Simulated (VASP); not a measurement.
Si5F:

```
CELL_PARAMETERS angstrom
5.05972 0.00000 0.00000
-2.52986 4.38185 0.00000
0.00000 0.00000 4.09956
ATOMIC_POSITIONS crystal
Si 0.00000 0.50000 0.50000
Si 0.33333 0.66667 0.00000
Si 0.66667 0.33333 0.00000
Si 0.50000 0.00000 0.50000
Si 0.50000 0.50000 0.50000
F 0.00000 0.00000 0.00000
```

The cell was generated, and may not be a known phase.

- Program: VASP 6.6.1
- Task: relaxation of cell and atoms
- Functional: PBE
- Potentials or basis: VASP PAW PBE potentials, release 64 (Si, F)
- Cutoff: 600 eV
- k mesh: 12 × 12 × 10
- Occupations: gaussian, width 0.1 eV
- Spin: no spin polarisation

At the start: pressure 2.0 GPa; volume 15.15 Å³/atom.

How do energy, volume and symmetry change on relaxing?

Over 18 steps the energy falls by 26.0 meV/atom and the volume is 15.39 Å³/atom (+1.6 %); space group P6/mmm (No. 191, to 0.1 Å) before and after.

Step by step:
```
step  energy change (eV)  largest force (eV/Å)  pressure (GPa)  volume (Å³)
   1              0.0000                0.0000            2.00        90.89
   2             -0.0543                0.0000           -0.66        93.37
   3             -0.0552                0.0000           -0.98        93.70
   4             -0.0550                0.0000           -1.57        94.37
   5             -0.0826                0.0000           -0.48        92.91
   6             -0.1004                0.0000            3.89        88.48
   7             -0.1142                0.0000            1.65        90.45
   8             -0.1149                0.0000            2.08        90.01
   9             -0.1226                0.0000            2.23        89.92
  10             -0.1326                0.0000            2.57        89.73
  11             -0.0968                0.0000            3.44        89.29
  12             -0.1334                0.0000            2.66        89.68
  13             -0.1480                0.0000            1.60        90.74
  14             -0.1541                0.0000           -0.30        92.77
  15             -0.1552                0.0000            0.19        92.21
  16             -0.1552                0.0000            0.24        92.16
  17             -0.1557                0.0000            0.16        92.22
  18             -0.1560                0.0000            0.08        92.31
```

Final structure:
```
Si F
1.0
     4.85131    0.00000    0.00000
    -2.42565    4.20136    0.00000
     0.00000    0.00000    4.52902
Si F
5 1
Direct
  0.00000 0.50000 0.50000
  0.33333 0.66667 0.00000
  0.66667 0.33333 0.00000
  0.50000 0.00000 0.50000
  0.50000 0.50000 0.50000
  0.00000 0.00000 0.00000
```

Caveat: an odd number of electrons without spin polarisation forces a metal; a magnetic or distorted state may lie lower.
